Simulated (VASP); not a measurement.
# C (C2/m) in VASP: further runs, part 2 of 2

VASP 6.6.1.

## Step 5: Single point, PBEsol+D3(BJ) (mode 4 frozen in at +0.095 Å and mode 6 at -0.020 Å (largest displacements))

INCAR reads:

```
SYSTEM = C
PREC = Accurate
ENCUT = 520
EDIFF = 1E-6
ISMEAR = 0
SIGMA = 0.05
LREAL = .FALSE.
LASPH = .TRUE.
NELM = 80
ALGO = Normal
ISIF = 2
LWAVE = .FALSE.
LCHARG = .FALSE.
GGA = PS
IVDW = 12
NBANDS = 11
```

KPOINTS reads:

```
regular mesh
0
G
  15 15 15
  0 0 0
```

POSCAR reads:

```
C
1.0
    1.2290461105      0.7095901028      3.2829684898
   -1.2290461105      0.7095901028      3.2829684898
    0.0000000000     -1.4191802055      3.2829684898
C
2
Direct
    0.1715318104      0.1715318104      0.1856244534
    0.8284681896      0.8284681896      0.8143755466
```

Potentials or basis: VASP PAW PBE potentials, release 64 (C).

Command:

```bash
$ cat potpaw_PBE.64/C/POTCAR > POTCAR
$ mpirun -np 1 vasp_std > vasp.out
```

OUTCAR:

```text
SYSTEM = C
   PREC = Accurate
   ENCUT = 520
   EDIFF = 1E-6
   ISMEAR = 0
   LREAL = .FALSE.
   LASPH = .TRUE.
   NELM = 80
   ISIF = 2
   GGA = PS
   IVDW = 12
 IVDW          = 12

 ion  position               nearest neighbor table
   1  0.172  0.172  0.186-   2 1.39   2 1.45   2 1.45
   2  0.828  0.828  0.814-   1 1.39   1 1.45   1 1.45

  LATTYP: Found a trigonal (rhomboedric) cell.
 ALAT       =     3.5765842029
 COS(alpha) =     0.7638274378

  Lattice vectors:

 A1 = (   1.2290461105,   0.7095901028,   3.2829684898)
 A2 = (  -1.2290461105,   0.7095901028,   3.2829684898)
 A3 = (   0.0000000000,  -1.4191802055,   3.2829684898)

Analysis of symmetry for initial positions (statically):
=====================================================================
 Subroutine PRICEL returns:
 Original cell was already a primitive cell.

 Routine SETGRP: Setting up the symmetry group for a
 trigonal (rhombohedral) supercell.

 Subroutine GETGRP returns: Found  4 space group operations
 (whereof  4 operations were pure point group operations)
 out of a pool of 12 trial point group operations.

The static configuration has the point symmetry C_2h.

Analysis of symmetry for dynamics (positions and initial velocities):
=====================================================================
 Subroutine PRICEL returns:
 Original cell was already a primitive cell.

 Routine SETGRP: Setting up the symmetry group for a
 trigonal (rhombohedral) supercell.

 Subroutine GETGRP returns: Found  4 space group operations
 (whereof  4 operations were pure point group operations)
 out of a pool of 12 trial point group operations.

The dynamic configuration has the point symmetry C_2h.

 Subroutine INISYM returns: Found  4 space group operations
 (whereof  4 operations are pure point group operations),
 and found     1 'primitive' translations

[... 120 lines left out ...]
   LHFCALC =     F    Hartree Fock is set to
   AEXX    =    0.0000 exact exchange contribution
   IVDW    =    12    specifies the selected vdW correction
   LEPSILON=     F    determine dielectric tensor
   LRPA    =     F    only Hartree local field effects (RPA)
 non-spin polarized calculation
 Gauss-broadening in eV      SIGMA  =   0.05
  energy-cutoff  :      520.00
  volume of cell :       17.18
 maximum number of plane-waves:       476
   NGX = 13   NGY = 13   NGZ = 13

 number of electron       8.0000000 magnetization

 Free energy of the ion-electron system (eV)
  ---------------------------------------------------
  ext. energy  EPLUGINS =         0.00000000
  ---------------------------------------------------
  free energy    TOTEN  =       -18.93990972 eV

  energy without entropy =      -18.93989163  energy(sigma->0) =      -18.93990067

 E-fermi :   4.7310     XC(G=0): -10.7682

 val. band max:        4.6916973958   @ k =  -0.3333   0.3333   0.0000
 cond. band min:       4.7702375176   @ k =  -0.3333   0.3333   0.0000
 fundamental gap:      0.0785401218
 Fermi energy:         4.7309729166

 k-point     1 :       0.0000    0.0000    0.0000
  band No.  band energies     occupation
      1     -14.7858      2.00000
      2      -1.5099      2.00000
      3       1.6188      2.00000
      4       2.7838      2.00000
      5       8.2470      0.00000
      6      12.5101      0.00000
      7      14.0231      0.00000
      8      16.9693      0.00000
      9      17.7043      0.00000
     10      27.5085      0.00000
     11      30.6402      0.00000
[... 309 lines left out ...]
 k-point    24 :       0.2667    0.0667   -0.0000
  band No.  band energies     occupation
      1     -13.3616      2.00000
      2      -1.9374      2.00000
      3      -0.2955      2.00000
      4       0.0121      2.00000
      5       9.8726      0.00000
      6      13.4610      0.00000
      7      13.7650      0.00000
      8      17.2364      0.00000
      9      20.5081      0.00000
     10      23.3347      0.00000
     11      27.2936      0.00000

 [... further k-points ...]

------------------------ aborting loop because EDIFF is reached ----------------------------------------

 Edisp (eV)   -0.22534

 E8    (eV) :    -0.1096

  FORCE on cell =-STRESS in cart. coord.  units (eV):
  Direction    XX          YY          ZZ          XY          YZ          ZX
  --------------------------------------------------------------------------------------
  -------------------------------------------------------------------------------------
  Total      -0.25689     0.60090    -0.58396     0.00000     0.41203     0.00000
  in kB     -23.95850    56.04244   -54.46294     0.00000    38.42737     0.00000
  external pressure =       -7.46 kB  Pullay stress =        0.00 kB

 VOLUME and BASIS-vectors are now :
 -----------------------------------------------------------------------------
  energy-cutoff  :      520.00
  volume of cell :       17.18
      direct lattice vectors                 reciprocal lattice vectors
     1.229046110  0.709590103  3.282968490     0.406819562  0.234877383  0.101534125
    -1.229046110  0.709590103  3.282968490    -0.406819562  0.234877383  0.101534125
     0.000000000 -1.419180206  3.282968490     0.000000000 -0.469754767  0.101534125

 POSITION                                       TOTAL-FORCE (eV/Angst)
 -----------------------------------------------------------------------------------
      0.00000     -0.02000      1.73567         0.000000      2.131342     -3.123380
      0.00000      0.02000      8.11324         0.000000     -2.131342      3.123380
 -----------------------------------------------------------------------------------
    total drift:                               -0.000000      0.000000      0.000000

  FREE ENERGIE OF THE ION-ELECTRON SYSTEM (eV)
  ---------------------------------------------------
  free  energy   TOTEN  =       -19.1652488950 eV

  energy  without entropy=      -19.1652308081  energy(sigma->0) =      -19.16523985
```

stdout:

```text
POSCAR found type information on POSCAR C
 POSCAR found :  1 types and       2 ions
 scaLAPACK will be used
 -----------------------------------------------------------------------------
|                                                                             |
|                                                                             |
|     You enforced a specific xc type in the INCAR file but a different       |
|     I HOPE YOU KNOW WHAT YOU ARE DOING!                                     |
|                                                                             |
 -----------------------------------------------------------------------------

 LDA part: xc-table for (Slater+PW92), standard interpolation
 POSCAR, INCAR and KPOINTS ok, starting setup
 FFT: planning ... GRIDC
 FFT: planning ... GRID_SOFT
 FFT: planning ... GRID
 WAVECAR not read
 entering main loop
```

Wall time 2.1 min (1 thread of Intel Xeon 6975P-C (Granite Rapids), shared host); peak memory 0.27 GiB.

Results:

| Item | Value |
| --- | --- |
| Free energy | -19.1652 eV |
| Pressure | -0.7 GPa |
| Largest force | 3.781 eV/Å |
| Band gap on the k mesh | 0.08 eV, direct |
| Dispersion energy per atom | -0.113 eV |

Forces on the atoms (eV/Å):
```
C    0.000  2.131 -3.123
C    0.000 -2.131  3.123
```

Stress tensor (GPa, compression positive):
```
-2.40  0.00  0.00
 0.00  5.60  3.84
 0.00  3.84 -5.45
```

Levels at points of the mesh, in eV from the valence-band top:
| k point | band 1 | band 2 | band 3 | band 4 | band 5 | band 6 | band 7 | band 8 |
| --- | --- | --- | --- | --- | --- | --- | --- | --- |
| (0.00, 0.00, 0.00) | -19.48 | -6.20 | -3.07 | -1.91 | 3.56 | 7.82 | 9.33 | 12.28 |

Caveat: the cell differs from its parent crystal (mode 4 frozen in at +0.095 Å and mode 6 at -0.020 Å (largest displacements)); the PAW data sets were made with another functional, which shifts forces and pressure a little. A k mesh can miss the band edges.
